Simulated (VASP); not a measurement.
# SrO in VASP: further runs, part 2 of 2

VASP 6.6.1. The steps go on from the part before.

## 4. Single point, BLYP+D3(BJ)

This run uses another cell than the first one, of 20.19 Å³/atom.

INCAR

```
SYSTEM = SrO
AGGAC = 1.0
AGGAX = 1.0
ALDAC = 0.0
ALDAX = 1.0
ALGO = Normal
EDIFF = 1E-6
ENCUT = 520
GGA = B5
ISIF = 2
ISMEAR = -1
IVDW = 12
LASPH = .TRUE.
LCHARG = .FALSE.
LREAL = .FALSE.
LWAVE = .FALSE.
NBANDS = 24
NELM = 60
PREC = Accurate
SIGMA = 0.01
VDW_A1 = 0.4298
VDW_A2 = 4.2359
VDW_S6 = 1.0
VDW_S8 = 2.6996
```

KPOINTS

```
k-points
0
G
  6 6 4
  0 0 0
```

POSCAR

```
SrO
1.0
    4.2523707306     -0.0000000029      0.0000000000
   -2.1261853628      3.6826610804      0.0000000000
    0.0000000000      0.0000000000      5.1567725531
Sr O
2 2
Direct
    0.3333333333      0.6666666667      0.9375051414
    0.6666666667      0.3333333333      0.4375051414
    0.3333333333      0.6666666667      0.4374948586
    0.6666666667      0.3333333333      0.9374948586
```

Command:

```sh
> cat potpaw_PBE.64/Sr_sv/POTCAR potpaw_PBE.64/O/POTCAR > POTCAR
> mpirun -np 1 vasp_std > vasp.out
```

It took 2 min on 1 thread of Intel Xeon 8259CL, shared host; peak memory 0.22 GiB.

The run converged. Its results:

```
Free energy                : -24.7728 eV
Pressure                   : 0.5 GPa
Band gap on the k mesh     : 2.84 eV
Dispersion energy per atom : -0.488 eV
```

Levels at points of the mesh, in eV from the valence-band top:
| k point | band 13 | band 14 | band 15 | band 16 | band 17 | band 18 | band 19 | band 20 |
| --- | --- | --- | --- | --- | --- | --- | --- | --- |
| (0.00, 0.00, 0.00) | -0.88 | -0.88 | -0.31 | 0.00 | 2.84 | 6.20 | 6.20 | 7.16 |
| (0.50, 0.00, 0.00) | -0.35 | -0.34 | -0.34 | -0.25 | 4.45 | 4.94 | 5.12 | 7.24 |
| (0.00, 0.00, 0.50) | -1.08 | -1.08 | -1.08 | -1.08 | 4.51 | 4.51 | 7.89 | 7.89 |
| (0.50, 0.00, 0.50) | -0.88 | -0.88 | -0.41 | -0.41 | 5.07 | 5.07 | 7.42 | 7.42 |

Caveat: the PAW data sets were made with another functional, which shifts forces and pressure a little.

## 5. Relaxation of cell and atoms, BLYP+D3(BJ)

This run uses another cell than the first one, of 20.40 Å³/atom.

INCAR

```
PREC = Accurate
ENCUT = 600
EDIFF = 1E-6
ISMEAR = -1
SIGMA = 0.01
LREAL = F
LASPH = T
NELM = 100
ALGO = Normal
ISIF = 3
LWAVE = F
LCHARG = F
GGA = B5
ALDAX = 1.0
AGGAX = 1.0
AGGAC = 1.0
ALDAC = 0.0
IVDW = 12
VDW_S6 = 1.0
VDW_S8 = 2.6996
VDW_A1 = 0.4298
VDW_A2 = 4.2359
IBRION = 2
NSW = 80
EDIFFG = -0.01
```

KPOINTS

```
Automatic mesh
0
Gamma
  6 6 4
```

POSCAR

```
SrO
1.0
    4.2754662700      0.0000000000      0.0000000000
   -2.1377331300      3.7026624000      0.0000000000
    0.0000000000      0.0000000000      5.1555949900
Sr O
2 2
Direct
    0.3333333333      0.6666666667      0.9381277000
    0.6666666667      0.3333333333      0.4381277000
    0.3333333333      0.6666666667      0.4368723000
    0.6666666667      0.3333333333      0.9368723000
```

Command:

```sh
> cat potpaw_PBE.64/Sr_sv/POTCAR potpaw_PBE.64/O/POTCAR > POTCAR
> mpirun -np 1 vasp_std > vasp.out
```

It took 6.4 min on 1 thread of Intel Xeon 8259CL, shared host; peak memory 0.26 GiB.

The run converged. Its results:

* Free energy: -24.7767 eV
* Relaxed volume: 20.30 Å³/atom
* Relaxed cell: a = 4.261 Å, b = 4.261 Å, c = 5.165 Å, α = 90.00°, β = 90.00°, γ = 120.00°
* Space group after relaxing (to 0.1 Å): P6_3/mmc (No. 194)
* Energy gained by relaxing: 0.3 meV/atom
* Ionic steps: 5
* Pressure after relaxing: 0.0 GPa
* Largest force after relaxing: 0.009 eV/Å
* Band gap on the k mesh: 2.82 eV
* Dispersion energy per atom: -0.486 eV

Forces in eV/Å, atoms in the order of the input:
```
Sr   0.000  0.000 -0.009
Sr   0.000  0.000 -0.009
O    0.000  0.000  0.009
O    0.000  0.000  0.009
```

Stress tensor (GPa, compression positive):
```
-0.03  0.00  0.00
 0.00 -0.03  0.00
 0.00  0.00  0.05
```

The path:
```csv
step,energy change (eV),largest force (eV/Å),pressure (GPa),volume (Å³)
1,0.0000,0.0156,-0.34,81.62
2,-0.0009,0.0117,0.11,81.10
3,-0.0009,0.0118,0.11,81.12
4,-0.0009,0.0119,0.09,81.13
5,-0.0010,0.0086,0.00,81.21
```

Final structure:
```cif
data_structure
_symmetry_space_group_name_H-M 'P 1'
_symmetry_Int_Tables_number 1
_cell_length_a 4.2610
_cell_length_b 4.2610
_cell_length_c 5.1651
_cell_angle_alpha 90.000
_cell_angle_beta 90.000
_cell_angle_gamma 120.000
_cell_volume 81.21
loop_
_atom_site_label
_atom_site_type_symbol
_atom_site_fract_x
_atom_site_fract_y
_atom_site_fract_z
_atom_site_occupancy
Sr1 Sr 0.33333 0.66667 0.93786 1
Sr2 Sr 0.66667 0.33333 0.43786 1
O1 O 0.33333 0.66667 0.43714 1
O2 O 0.66667 0.33333 0.93714 1
```

Levels at points of the mesh, in eV from the valence-band top:
```csv
k point,band 12,band 13,band 14,band 15,band 16,band 17,band 18,band 19,band 20
"(0.00, 0.00, 0.00)",-1.05,-0.88,-0.88,-0.32,0.00,2.82,6.18,6.18,7.12
"(0.50, 0.00, 0.00)",-0.84,-0.35,-0.34,-0.34,-0.25,4.44,4.93,5.11,7.20
"(0.00, 0.00, 0.50)",-1.21,-1.08,-1.08,-1.08,-1.08,4.49,4.49,7.86,7.86
"(0.50, 0.00, 0.50)",-1.59,-0.88,-0.88,-0.41,-0.41,5.06,5.06,7.40,7.40
```

Caveat: the PAW data sets were made with another functional, which shifts forces and pressure a little.

## 6. Relaxation of cell and atoms, PBEsol+D3(BJ)

This run uses another cell than the first one, of 20.40 Å³/atom.

INCAR

```
SYSTEM = SrO
PREC = Accurate ; ENCUT = 600
EDIFF = 1E-6 ; ISMEAR = -1
SIGMA = 0.01 ; LREAL = .FALSE.
LASPH = .TRUE. ; NELM = 80
ALGO = Normal ; ISIF = 3
LWAVE = .FALSE. ; LCHARG = .FALSE.
GGA = PS ; IVDW = 12
IBRION = 2 ; NSW = 80
EDIFFG = -0.01
```

KPOINTS

```
regular mesh
0
G
  6 6 4
  0 0 0
```

POSCAR is that of step 5.

Potentials or basis: VASP PAW PBE potentials, release 64 (Sr_sv, O).

Command:

```sh
> cat potpaw_PBE.64/Sr_sv/POTCAR potpaw_PBE.64/O/POTCAR > POTCAR
> mpirun -np 1 vasp_std > vasp.out
```

Wall time 6 min (1 thread of Intel Xeon 8259CL, shared host); peak memory 0.26 GiB.

The run converged. Its results:

```
Free energy                           : -25.8839 eV
Relaxed volume                        : 19.50 Å³/atom
Relaxed cell                          : a = 4.208 Å, b = 4.208 Å, c = 5.085 Å, α = 90.00°, β = 90.00°, γ = 120.00°
Space group after relaxing (to 0.1 Å) : P6_3/mmc (No. 194)
Energy gained by relaxing             : 10.0 meV/atom
Ionic steps                           : 7
Pressure after relaxing               : 0.0 GPa
Largest force after relaxing          : 0.006 eV/Å
Band gap on the k mesh                : 2.65 eV
Dispersion energy per atom            : -0.227 eV
```

Forces in eV/Å, atoms in the order of the input:
```
Sr   0.000  0.000 -0.006
Sr   0.000  0.000 -0.006
O    0.000  0.000  0.006
O    0.000  0.000  0.006
```

Step by step:
```
step  energy change (eV)  largest force (eV/Å)  pressure (GPa)  volume (Å³)
   1              0.0000                0.0123           -3.33        81.62
   2             -0.0345                0.0147            1.34        76.71
   3             -0.0397                0.0142           -0.01        77.96
   4             -0.0396                0.0142            0.08        77.88
   5             -0.0398                0.0105            0.08        77.87
   6             -0.0398                0.0088            0.09        77.86
   7             -0.0398                0.0062           -0.04        77.98
```

Final structure:
```
Sr O
1.0
     4.20827    0.00000    0.00000
    -2.10413    3.64447    0.00000
     0.00000    0.00000    5.08464
Sr O
2 2
Direct
  0.33333 0.66667 0.93775
  0.66667 0.33333 0.43775
  0.33333 0.66667 0.43725
  0.66667 0.33333 0.93725
```

Levels at points of the mesh, in eV from the valence-band top:
```tsv
k point	band 14	band 15	band 16	band 17	band 18	band 19
(0.00, 0.00, 0.00)	-0.93	-0.26	0.00	2.65	6.16	6.16
(0.50, 0.00, 0.00)	-0.33	-0.33	-0.27	4.28	4.80	5.04
(0.00, 0.00, 0.50)	-1.17	-1.17	-1.17	4.38	4.38	8.04
(0.50, 0.00, 0.50)	-0.96	-0.43	-0.43	4.94	4.94	7.52
```

Caveat: the PAW data sets were made with another functional, which shifts forces and pressure a little.

## 7. Relaxation of cell and atoms, PBEsol

This run uses another cell than the first one, of 20.40 Å³/atom.

INCAR

```
SYSTEM = SrO
  PREC = Accurate
  ENCUT = 600
  EDIFF = 1E-6
  ISMEAR = -1
  SIGMA = 0.01
  LREAL = .FALSE.
  LASPH = .TRUE.
  NELM = 60
  ALGO = Normal
  ISIF = 3
  LWAVE = .FALSE.
  LCHARG = .FALSE.
  GGA = PS
  IBRION = 2
  NSW = 80
  EDIFFG = -0.01
```

KPOINTS

```
Automatic mesh
0
G
  6 6 4
  0 0 0
```

POSCAR is that of step 6.

Command:

```sh
> cat potpaw_PBE.64/Sr_sv/POTCAR potpaw_PBE.64/O/POTCAR > POTCAR
> mpirun -np 1 vasp_std > vasp.out
```

Wall time 5.3 min (1 thread of Intel Xeon 8259CL, shared host); peak memory 0.25 GiB.

Results (log left out):

```
Free energy                           : -24.9867 eV
Relaxed volume                        : 19.96 Å³/atom
Relaxed cell                          : a = 4.244 Å, b = 4.244 Å, c = 5.118 Å, α = 90.00°, β = 90.00°, γ = 120.00°
Space group after relaxing (to 0.1 Å) : P6_3/mmc (No. 194)
Energy gained by relaxing             : 2.2 meV/atom
Ionic steps                           : 5
Pressure after relaxing               : 0.0 GPa
Largest force after relaxing          : 0.010 eV/Å
Band gap on the k mesh                : 2.57 eV
```

Forces in eV/Å, atoms in the order of the input:
```
Sr   0.000  0.000 -0.010
Sr   0.000  0.000 -0.010
O    0.000  0.000  0.010
O    0.000  0.000  0.010
```

Step by step:
```csv
step,energy change (eV),largest force (eV/Å),pressure (GPa),volume (Å³)
1,0.0000,0.0123,-1.55,81.62
2,-0.0076,0.0122,0.56,79.31
3,-0.0086,0.0123,-0.01,79.88
4,-0.0086,0.0123,0.02,79.85
5,-0.0086,0.0097,0.04,79.84
```

Final structure:
```
CELL_PARAMETERS angstrom
4.24444 0.00000 0.00000
-2.12222 3.67579 0.00000
0.00000 0.00000 5.11753
ATOMIC_POSITIONS crystal
Sr 0.33333 0.66667 0.93793
Sr 0.66667 0.33333 0.43793
O 0.33333 0.66667 0.43707
O 0.66667 0.33333 0.93707
```

Levels at points of the mesh, in eV from the valence-band top:
```csv
k point,band 12,band 13,band 14,band 15,band 16,band 17,band 18,band 19,band 20
"(0.00, 0.00, 0.00)",-1.10,-0.92,-0.92,-0.30,0.00,2.57,6.10,6.10,7.19
"(0.50, 0.00, 0.00)",-0.89,-0.36,-0.35,-0.34,-0.28,4.24,4.77,5.01,7.21
"(0.00, 0.00, 0.50)",-1.30,-1.14,-1.14,-1.14,-1.14,4.29,4.29,7.92,7.92
"(0.50, 0.00, 0.50)",-1.70,-0.94,-0.94,-0.44,-0.44,4.88,4.88,7.42,7.42
```

Caveat: the PAW data sets were made with another functional, which shifts forces and pressure a little.

## 8. Summary

```tsv
task	level	cell	cutoff (eV)	gap on the mesh (eV)	pressure (GPa)	relaxed volume (Å³/atom)	largest force (eV/Å)
single point	PBEsol+D3(BJ)	a = 4.198, b = 4.198, c = 5.073 Å, angles 90.0, 90.0, 120.0°, 4 atoms	520	2.67	0.6	-	-
single point	PBEsol	a = 4.236, b = 4.236, c = 5.110 Å, angles 90.0, 90.0, 120.0°, 4 atoms	520	2.59	0.6	-	-
single point	BLYP+D3(BJ)	a = 4.252, b = 4.252, c = 5.157 Å, angles 90.0, 90.0, 120.0°, 4 atoms	520	2.84	0.5	-	-
relaxation of cell and atoms	BLYP+D3(BJ)	relaxed from a = 4.275, b = 4.275, c = 5.156 Å, angles 90.0, 90.0, 120.0°, 4 atoms	600	2.82	0.0	20.30	0.01
relaxation of cell and atoms	PBEsol+D3(BJ)	relaxed from a = 4.275, b = 4.275, c = 5.156 Å, angles 90.0, 90.0, 120.0°, 4 atoms	600	2.65	0.0	19.50	0.01
relaxation of cell and atoms	PBEsol	relaxed from a = 4.275, b = 4.275, c = 5.156 Å, angles 90.0, 90.0, 120.0°, 4 atoms	600	2.57	0.0	19.96	0.01
```

Alike in all rows: potentials or basis VASP PAW PBE potentials, release 64 (Sr_sv, O); no spin polarisation; k mesh 6 × 6 × 4; smearing fermi-dirac 0.01 eV.

Caveats: the PAW data sets were made with another functional, which shifts forces and pressure a little.

Absolute energies hang on the potentials; compare differences alone.
